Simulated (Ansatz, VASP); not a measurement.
BeAl2: VASP beside Ansatz

```
Be Al
1.0
     4.37208    0.00000    0.00000
    -2.18604    3.78633    0.00000
     0.00000    0.00000    5.20468
Be Al
2 4
Direct
  0.33333 0.66667 0.00000
  0.66667 0.33333 0.00000
  0.00000 0.00000 0.75728
  0.00000 0.00000 0.24272
  0.33333 0.66667 0.50000
  0.66667 0.33333 0.50000
```

Alike in both runs: task relaxation of cell and atoms; functional PBE; k mesh 12 × 12 × 8; occupations gaussian, width 0.1 eV; no spin polarisation.

```csv
,VASP,Ansatz
version,VASP 6.6.1,Ansatz 0.2.0
potentials or method,"VASP PAW PBE potentials, release 64 (Be, Al), cutoff 600 eV","scalar-relativistic, plane waves, PAW"
valence electrons in the cell,16,16
```

```tsv
	VASP	Ansatz	Ansatz less VASP
gap on the k mesh at the Fermi level, each at its own relaxed structure (eV)	none	none	-
relaxed volume (Å³/atom)	14.33	14.33	-0.001
relaxed cell length with the largest relative difference (Å)	5.322	5.325	+0.0031
```

A gap of «none» marks a metal or a gap that the smearing closes.
